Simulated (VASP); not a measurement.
# GaN: single point with revPBE+D3(BJ)

Crystal: GaN.

```
Ga N
1.0
     0.00000    2.11125    2.11125
     2.11125    0.00000    2.11125
     2.11125    2.11125    0.00000
Ga N
1 1
Direct
  0.00000 0.00000 0.00000
  0.50000 0.50000 0.50000
```

```
Program             : VASP 6.6.1
Task                : single point
Functional          : revPBE
Dispersion          : D3(BJ)
Potentials or basis : VASP PAW PBE potentials, release 64 (Ga_d, N)
Cutoff              : 520 eV
k mesh              : 11 × 11 × 11
Occupations         : fermi-dirac, width 0.05 eV
Spin                : no spin polarisation
```

```json
{
  "Pressure": "0.9 GPa",
  "Band gap on the k mesh": "0.82 eV, indirect (least direct gap 2.79 eV)",
  "Dispersion energy per atom": "-0.598 eV"
}
```

Levels at points of the mesh, in eV from the valence-band top:
| k point | band 6 | band 7 | band 8 | band 9 | band 10 | band 11 | band 12 | band 13 |
| --- | --- | --- | --- | --- | --- | --- | --- | --- |
| (0.00, 0.00, 0.00) | -13.91 | -0.52 | -0.52 | -0.52 | 2.28 | 14.73 | 14.73 | 14.73 |

Wall time 9.7 s on 1 thread of Intel(R) Xeon(R) 6975P-C (Granite Rapids), with other jobs on the host, peak memory 0.15 GiB.

Caveat: the PAW data sets were made with another functional, which shifts forces and pressure a little. A k mesh can miss the band edges.
